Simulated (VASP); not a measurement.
Runs of VASP 6.6.1 on CuO. The structure is that of space group C2/c (No. 15), or close to it. The cells are those of the table. 

```csv
task,level,potentials or basis,cell,k mesh,cutoff (eV),gap on the mesh (eV),pressure (GPa),relaxed volume (Å³/atom),largest force (eV/Å)
relaxation of cell and atoms,PBEsol,"VASP PAW PBE potentials, release 64 (Cu, O)","relaxed from a = 2.904, b = 2.904, c = 5.132 Å, angles 97.8, 97.8, 72.3°, 4 atoms",8 × 8 × 4,600,none,0.0,(b),-
relaxation of cell and atoms,PBE,"VASP PAW PBE potentials, release 64 (Cu, O)","relaxed from a = 2.904, b = 2.904, c = 5.132 Å, angles 97.8, 97.8, 72.3°, 4 atoms",10 × 10 × 5,600,none,-0.1,11.21,0.01
single point,LDA,"VASP PAW LDA potentials, release 64 (Cu, O)","a = 2.961, b = 2.961, c = 5.233 Å, angles 97.8, 97.8, 72.3°, 4 atoms",10 × 10 × 5,520,none,-17.0,-,0.79
single point,BLYP,"VASP PAW PBE potentials, release 64 (Cu, O)","a = 2.942, b = 2.942, c = 5.200 Å, angles 97.8, 97.8, 72.3°, 4 atoms",10 × 10 × 5,520,none,5.9,-,0.72
single point,BLYP,"VASP PAW PBE potentials, release 64 (Cu, O)","a = 2.961, b = 2.961, c = 5.233 Å, angles 97.8, 97.8, 72.3°, 4 atoms",10 × 10 × 5,520,none,2.7,-,0.70
single point,revPBE,"VASP PAW PBE potentials, release 64 (Cu_sv_GW, O)","a = 2.904, b = 2.904, c = 5.132 Å, angles 97.8, 97.8, 72.3°, 4 atoms",6 × 6 × 3,700,none,6.9,-,0.77
relaxation of cell and atoms,PBE,"VASP PAW PBE potentials, release 64 (Cu, O)","relaxed from a = 2.904, b = 2.904, c = 5.132 Å, angles 97.8, 97.8, 72.3°, 4 atoms",8 × 8 × 4,600,none,0.0,(a),-
single point,r2SCAN,"VASP PAW PBE potentials, release 64 (Cu, O)","a = 2.904, b = 2.904, c = 5.132 Å, angles 97.8, 97.8, 72.3°, 4 atoms",10 × 10 × 5,520,none,-0.3,-,0.77
```

Alike in all rows: no spin polarisation; smearing fermi-dirac 0.05 eV.

Question: Estimate the missing entries.

Answer: (a) 11.19; (b) 10.67.

Caveats: some runs use coarse meshes; semilocal functionals often make such compounds metallic where correlation or magnetic order opens a gap, which also shifts bond lengths; the PAW data sets were made with another functional, which shifts forces and pressure a little (at least some runs); the cell stands under tension (at least some runs); the cell stands under pressure (at least some runs).

A gap of «none» marks levels without a gap at the run's occupations.

The runs don't all hold the same shells in valence.
